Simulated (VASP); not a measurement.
# ZrBiSe3 (P3m1) in VASP: relaxation of cell and atoms with PBE+D3(BJ)

Aim: the relaxation of cell and atoms of ZrBiSe3 with PBE+D3(BJ).

Everything below comes from runs of VASP 6.6.1. Logs are shortened: lines on timing, memory, paths and dates and some standing lists are left out, and cuts for length are marked.

### 1 The cell of the first run

Symmetry: P3m1, No. 156, trigonal system. Conventional cell: a = 3.612 Å, b = 3.612 Å, c = 12.112 Å, α = 90.00°, β = 90.00°, γ = 120.00°. Zr (site symmetry 3m) has 6 Se at 2.66 to 2.67 Å and 6 Zr at 3.61 Å within 3.7 Å. Bi (site symmetry 3m) has 2 Se at 2.58 to 3.34 Å within 3.4 Å. Se (site symmetry 3m) has 1 Bi at 2.58 Å within 3.4 Å. Se (site symmetry 3m) has 3 Zr at 2.66 Å and 9 Se at 3.55 to 3.61 Å within 3.7 Å. Se (site symmetry 3m) has 3 Zr at 2.67 Å and 1 Bi at 3.34 Å and 6 Se at 3.61 Å within 3.7 Å.

### 2 Relaxation of cell and atoms, PBE+D3(BJ)

Input file INCAR:

```
PREC = Accurate
ENCUT = 600
EDIFF = 1E-6
ISMEAR = 0
SIGMA = 0.1
LREAL = False
LASPH = True
NELM = 100
ALGO = Fast
ISIF = 3
LWAVE = False
LCHARG = False
GGA = PE
IVDW = 12
IBRION = 2
NSW = 100
EDIFFG = -0.01
```

Input file KPOINTS:

```
regular mesh
0
Gamma
  12 12 4
```

Input file POSCAR:

```
ZrBiSe3
1.0
    3.6118404465      0.0000000000      0.0000000000
   -1.8059202233      3.1279455811      0.0000000000
    0.0000000000      0.0000000000     12.1115032478
Zr Bi Se
1 1 3
Direct
    0.6666666667      0.3333333333      0.3841555933
    0.0000000000      0.0000000000      0.7982768593
    0.0000000000      0.0000000000      0.0109714185
    0.3333333333      0.6666666667      0.2481686616
    0.0000000000      0.0000000000      0.5224602673
```

Potentials or basis: VASP PAW PBE potentials, release 64 (Zr_sv, Bi_d, Se).

Launch:

```sh
cat potpaw_PBE.64/Zr_sv/POTCAR potpaw_PBE.64/Bi_d/POTCAR potpaw_PBE.64/Se/POTCAR > POTCAR
mpirun -np 1 vasp_std > vasp.out
```

OUTCAR:

```text
PREC = Accurate
   ENCUT = 600
   EDIFF = 1E-6
   ISMEAR = 0
   LREAL = False
   LASPH = True
   NELM = 100
   ISIF = 3
   GGA = PE
   IVDW = 12
   IBRION = 2
   NSW = 100
   EDIFFG = -0.01
 IVDW          = 12

 ion  position               nearest neighbor table
   1  0.667  0.333  0.384-   4 2.66   4 2.66   4 2.66   5 2.67   5 2.67   5 2.67
   2  0.000  0.000  0.798-   3 2.58   5 3.34
   3  0.000  0.000  0.011-   2 2.58
   4  0.333  0.667  0.248-   1 2.66   1 2.66   1 2.66
   5  0.000  0.000  0.522-   1 2.67   1 2.67   1 2.67   2 3.34

  LATTYP: Found a hexagonal cell.
 ALAT       =     3.6118404465
 C/A-ratio  =     3.3532774848

  Lattice vectors:

 A1 = (   3.6118404465,   0.0000000000,   0.0000000000)
 A2 = (  -1.8059202233,   3.1279455811,   0.0000000000)
 A3 = (   0.0000000000,   0.0000000000,  12.1115032478)

Analysis of symmetry for initial positions (statically):
=====================================================================
 Subroutine PRICEL returns:
 Original cell was already a primitive cell.

 Routine SETGRP: Setting up the symmetry group for a
 hexagonal supercell.

 Subroutine GETGRP returns: Found  6 space group operations
 (whereof  6 operations were pure point group operations)
 out of a pool of 24 trial point group operations.

The static configuration has the point symmetry C_3v.

Analysis of symmetry for dynamics (positions and initial velocities):
=====================================================================
 Subroutine PRICEL returns:
 Original cell was already a primitive cell.

 Routine SETGRP: Setting up the symmetry group for a
 hexagonal supercell.

 Subroutine GETGRP returns: Found  6 space group operations
 (whereof  6 operations were pure point group operations)
 out of a pool of 24 trial point group operations.

The dynamic configuration has the point symmetry C_3v.

 Subroutine INISYM returns: Found  6 space group operations
 (whereof  6 operations are pure point group operations),
 and found     1 'primitive' translations

----------------------------------------------------------------------------------------

                                     Primitive cell

  volume of cell :     136.8314

  direct lattice vectors                    reciprocal lattice vectors
     3.611840447  0.000000000  0.000000000     0.276867158  0.159849328  0.000000000
    -1.805920223  3.127945581  0.000000000     0.000000000  0.319698657  0.000000000
     0.000000000  0.000000000 12.111503248     0.000000000  0.000000000  0.082566134

  length of vectors
     3.611840447  3.611840447 12.111503248     0.319698657  0.319698657  0.082566134

  position of ions in fractional coordinates (direct lattice)
     0.666666667  0.333333333  0.384155593
     0.000000000  0.000000000  0.798276859
     0.000000000  0.000000000  0.010971418
     0.333333333  0.666666667  0.248168662
     0.000000000  0.000000000  0.522460267

  ion indices of the primitive-cell ions
   primitive index   ion index
                 1           1
                 2           2
                 3           3
                 4           4
                 5           5

----------------------------------------------------------------------------------------

 KPOINTS: regular mesh

Automatic generation of k-mesh.
 Grid dimensions read from file:
 generate k-points for:   12   12    4

 Generating k-lattice:

  Cartesian coordinates                     Fractional coordinates (reciprocal lattice)
     0.023072263  0.013320777  0.000000000     0.083333333  0.000000000  0.000000000
     0.000000000  0.026641555  0.000000000     0.000000000  0.083333333  0.000000000
     0.000000000  0.000000000  0.020641533     0.000000000  0.000000000  0.250000000

  Length of vectors
     0.026641555  0.026641555  0.020641533

  Shift w.r.t. Gamma in fractional coordinates (k-lattice)
     0.000000000  0.000000000  0.000000000

 Subroutine IBZKPT returns following result:
 ===========================================

 Found     69 irreducible k-points:

 Following reciprocal coordinates:
            Coordinates               Weight
  0.000000  0.000000  0.000000      1.000000
  0.083333  0.000000  0.000000      6.000000
  0.166667  0.000000  0.000000      6.000000
  0.250000  0.000000  0.000000      6.000000
  0.333333  0.000000  0.000000      6.000000
  0.416667  0.000000  0.000000      6.000000
[... 16 lines left out ...]
  0.166667  0.000000  0.250000      6.000000
  0.000000  0.166667  0.250000      6.000000
 [... further k-points ...]
   k-points           NKPTS =     69   k-points in BZ     NKDIM =     69   number of bands    NBANDS=     27
   number of dos      NEDOS =    301   number of ions     NIONS =      5
   total plane-waves  NPLWV =  88200
   dimension x,y,z NGX =    30 NGY =   30 NGZ =   98
   dimension x,y,z NGXF=    60 NGYF=   60 NGZF=  196
   ions per type =               1   1   3
   NGX,Y,Z   is equivalent  to a cutoff of  13.81, 13.81, 13.45 a.u.
   NGXF,Y,Z  is equivalent  to a cutoff of  27.62, 27.62, 26.90 a.u.
 SYSTEM =  unknown system
   PREC   = accura    normal or accurate (medium, high low for compatibility)
   ISTART =      0    job   : 0-new  1-cont  2-samecut
   ICHARG =      2    charge: 1-file 2-atom 10-const
   ISPIN  =      1    spin polarized calculation?
   LNONCOLLINEAR =      F non collinear calculations
   LSORBIT =      F    spin-orbit coupling
   LASPH  =      T    aspherical Exc in radial PAW
   ENCUT  =  600.0 eV  44.10 Ry    6.64 a.u.   7.21  7.21 24.19*2*pi/ulx,y,z
   NELM   =    100;   NELMIN=  2; NELMDL= -5     # of ELM steps
   EDIFF  = 0.1E-05   stopping-criterion for ELM
   LREAL  =      F    real-space projection
   EDIFFG = -.1E-01   stopping-criterion for IOM
   NSW    =    100    number of steps for IOM
   IBRION =      2    ionic relax: 0-MD 1-quasi-New 2-CG
   NFREE  =      1    steps in history (QN), initial steepest desc. (CG)
   ISIF   =      3    stress and relaxation
   ISYM   =      2    0-nonsym 1-usesym 2-fastsym
   POTIM  = 0.5000    time-step for ionic-motion
   TEBEG  =    0.0;   TEEND  =   0.0 temperature during run
   PSTRESS=    0.0 pullay stress
   NELECT =      45.0000    total number of electrons
   NUPDOWN=      -1.0000    fix difference up-down
   EMIN   =  10.00;   EMAX   =-10.00  energy-range for DOS
   EFERMI =   0.00;   METHOD = LEGACY
   ISMEAR =     0;   SIGMA  =   0.10  broadening in eV -4-tet -1-fermi 0-gaus
   EFERMI_NEDOS =   21; number of points for ismear=-14 and -15
   IALGO  =     68    algorithm
   IMIX   =      4    mixing-type and parameters
     AMIX     =   0.40;   BMIX     =  1.00
     AMIX_MAG =   1.60;   BMIX_MAG =  1.00
  volume/ion in A,a.u.               =      27.37       184.68
  Fermi-wavevector in a.u.,A,eV,Ry     =   1.130014  2.135416 17.373703  1.276931
  Thomas-Fermi vector in A             =   2.266709
   LORBIT       =      0    0 simple, 1 ext, 2 COOP (PROOUT), +10 PAW based schemes
   GGA     = PE    functional components
   LHFCALC =     F    Hartree Fock is set to
   AEXX    =    0.0000 exact exchange contribution
   IVDW    =    12    specifies the selected vdW correction
   LEPSILON=     F    determine dielectric tensor
   LRPA    =     F    only Hartree local field effects (RPA)
 conjugate gradient relaxation of ions
 non-spin polarized calculation
 RMM-DIIS sequential band-by-band and
 Gauss-broadening in eV      SIGMA  =   0.10
  energy-cutoff  :      600.00
  volume of cell :      136.83
 maximum number of plane-waves:      4611
 NGX is ok and might be reduce to    30
   NGX = 15   NGY = 15   NGZ = 49

--------------------------------------- Ionic step        1  -------------------------------------------

 number of electron      44.9999999 magnetization

 Free energy of the ion-electron system (eV)
  ---------------------------------------------------
  ext. energy  EPLUGINS =         0.00000000
  ---------------------------------------------------
  free energy    TOTEN  =       -26.27674614 eV

  energy without entropy =      -26.26549160  energy(sigma->0) =      -26.27111887

------------------------ aborting loop because EDIFF is reached ----------------------------------------

 Edisp (eV)   -1.97757

 E8    (eV) :    -0.9004

  FORCE on cell =-STRESS in cart. coord.  units (eV):
  Direction    XX          YY          ZZ          XY          YZ          ZX
  --------------------------------------------------------------------------------------
  -------------------------------------------------------------------------------------
  Total      -0.27319    -0.27319     0.64567     0.00000     0.00000    -0.00000
  in kB      -3.19878    -3.19878     7.56024     0.00000     0.00000    -0.00000
  external pressure =        0.39 kB  Pullay stress =        0.00 kB
[... 106 lines left out ...]
  FREE ENERGIE OF THE ION-ELECTRON SYSTEM (eV)
  ---------------------------------------------------
  free  energy   TOTEN  =       -28.2582535512 eV

  energy  without entropy=      -28.2467429792  energy(sigma->0) =      -28.25249827

[... ionic steps 4 to 8 ...]

--------------------------------------- Ionic step        9  -------------------------------------------

 number of electron      45.0000001 magnetization

------------------------ aborting loop because EDIFF is reached ----------------------------------------

 Edisp (eV)   -1.98598

 E8    (eV) :    -0.9042
[... 75 lines left out ...]
  energy  without entropy=      -28.2475453018  energy(sigma->0) =      -28.25324503

--------------------------------------- Ionic step       11  -------------------------------------------

 number of electron      45.0000001 magnetization

 Free energy of the ion-electron system (eV)
  ---------------------------------------------------
  ext. energy  EPLUGINS =         0.00000000
  ---------------------------------------------------
  free energy    TOTEN  =       -26.27182546 eV

  energy without entropy =      -26.26040129  energy(sigma->0) =      -26.26611337

 E-fermi :   4.6601     XC(G=0):  -9.5280

 val. band max:        4.6584066360   @ k =   0.0000   0.0000   0.5000
 cond. band min:       4.6619117967   @ k =   0.0000   0.0000   0.2500
 fundamental gap:      0.0035051608
 Fermi energy:         4.6600532931

 k-point     1 :       0.0000    0.0000    0.0000
  band No.  band energies     occupation
      1     -44.6592      2.00000
      2     -22.7546      2.00000
      3     -22.5952      2.00000
      4     -22.5952      2.00000
      5     -18.1081      2.00000
      6     -18.0770      2.00000
[... 709 lines left out ...]
     26       6.6742      0.00000
     27       7.7092      0.00000

 [... further k-points ...]

------------------------ aborting loop because EDIFF is reached ----------------------------------------

 Edisp (eV)   -1.98714

 E8    (eV) :    -0.9047

  FORCE on cell =-STRESS in cart. coord.  units (eV):
  Direction    XX          YY          ZZ          XY          YZ          ZX
  --------------------------------------------------------------------------------------
  -------------------------------------------------------------------------------------
  Total      -0.00976    -0.00976    -0.01955     0.00000    -0.00000     0.00000
  in kB      -0.11478    -0.11478    -0.23001     0.00000    -0.00000     0.00000
  external pressure =       -0.15 kB  Pullay stress =        0.00 kB
[... 20 lines left out ...]
  FREE ENERGIE OF THE ION-ELECTRON SYSTEM (eV)
  ---------------------------------------------------
  free  energy   TOTEN  =       -28.2589678691 eV

  energy  without entropy=      -28.2475436964  energy(sigma->0) =      -28.25325578

 reached required accuracy - stopping structural energy minimisation
```

Wall time 40 min (1 thread of Oxide Virtual Turin-like, shared host); peak memory 0.52 GiB.

What came out:

* Free energy: -28.2590 eV
* Relaxed volume: 27.24 Å³/atom
* Relaxed cell: a = 3.596 Å, b = 3.596 Å, c = 12.166 Å, α = 90.00°, β = 90.00°, γ = 120.00°
* Space group after relaxing (to 0.1 Å): P3m1 (No. 156)
* Energy gained by relaxing: 0.9 meV/atom
* Ionic steps: 11
* Pressure after relaxing: 0.0 GPa
* Largest force after relaxing: 0.008 eV/Å
* Band gap on the k mesh: zero (an odd number of electrons rules out a gap without spin polarisation)
* Dispersion energy per atom: -0.397 eV

Forces in eV/Å, atoms in the order of the input:
```
Zr   0.000  0.000  0.003
Bi   0.000  0.000 -0.008
Se   0.000  0.000 -0.001
Se   0.000  0.000  0.005
Se   0.000  0.000  0.001
```

The path:
```
step  energy change (eV)  largest force (eV/Å)  pressure (GPa)  volume (Å³)
   1              0.0000                0.2188            0.04       136.83
   2             -0.0037                0.0662           -0.37       136.96
   3             -0.0039                0.0507           -0.29       136.93
   4             -0.0044                0.0544            0.14       136.01
   5             -0.0046                0.0259            0.00       136.33
   6             -0.0046                0.0246           -0.01       136.34
   7             -0.0046                0.0190           -0.03       136.40
   8             -0.0046                0.0204           -0.04       136.35
   9             -0.0046                0.0186           -0.01       136.29
  10             -0.0046                0.0229            0.01       136.22
  11             -0.0047                0.0083           -0.02       136.21
```

Final structure:
```
CELL_PARAMETERS angstrom
3.59552 0.00000 0.00000
-1.79776 3.11381 0.00000
0.00000 0.00000 12.16583
ATOMIC_POSITIONS crystal
Zr 0.66667 0.33333 0.38414
Bi 0.00000 0.00000 0.79745
Se 0.00000 0.00000 0.01164
Se 0.33333 0.66667 0.24819
Se 0.00000 0.00000 0.52260
```

Levels at points of the mesh, in eV from the Fermi level:
| k point | band 20 | band 21 | band 22 | band 23 | band 24 | band 25 | band 26 | band 27 |
| --- | --- | --- | --- | --- | --- | --- | --- | --- |
| (0.00, 0.00, 0.00) | 0.01 | 0.82 | 0.82 | 1.10 | 1.10 | 1.35 | 2.64 | 4.23 |
| (0.50, 0.00, 0.00) | -1.95 | -1.23 | -1.15 | -0.19 | -0.15 | 2.39 | 3.01 | 3.25 |
| (0.00, 0.00, 0.50) | 0.00 | 0.64 | 0.83 | 0.83 | 1.10 | 1.10 | 2.59 | 4.14 |
| (0.50, 0.00, 0.50) | -1.92 | -1.68 | -1.14 | -0.18 | -0.05 | 2.44 | 3.01 | 3.36 |

Caveat: spin-orbit coupling is left out, which moves the levels of the heavy elements; an odd number of electrons without spin polarisation forces a metal; a magnetic or distorted state may lie lower.
